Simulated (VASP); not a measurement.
## C: single point with PBE

The system is C.

```
C
1.0
     1.64776    0.00000    0.00000
    -0.82388    1.42700    0.00000
     0.00000    0.00000    7.85635
C
2
Direct
  0.33333 0.66667 0.25000
  0.66667 0.33333 0.75000
```

This cell differs from its parent crystal: volume scaled by 0.88.

```
Program                : VASP 6.6.1
Task                   : single point
Functional             : PBE
Potentials or basis    : VASP PAW PBE potentials, release 64 (C)
Cutoff                 : 520 eV
k mesh                 : 23 × 23 × 5
Occupations            : fermi-dirac, width 0.1 eV
Spin                   : no spin polarisation
Dipole correction      : no
Further INCAR settings : ALGO = Normal; EDIFF = 1e-06; NBANDS = 11
```

The pressure is 21.1 GPa and the band gap on the k mesh is zero (band 4 reaches 6.19 eV, above the bottom of band 5 at 4.93 eV).

Stress tensor (GPa, compression positive):
```
31.58  0.00  0.00
 0.00 31.58  0.00
 0.00  0.00 -0.02
```

Levels at points of the mesh, in eV from the Fermi level:
```csv
k point,band 1,band 2,band 3,band 4,band 5,band 6,band 7,band 8,band 9
"(0.00, 0.00, 0.00)",-22.95,-22.89,-10.15,-9.45,2.09,6.60,10.69,18.32,18.32
```

Wall time 15 s on 1 thread of Intel(R) Xeon(R) Platinum 8488C (Sapphire Rapids) (shared host), peak memory 0.13 GiB.

Caveat: this functional lacks dispersion, which binds the layers, so the pressure and a relaxed spacing across them are unreliable.
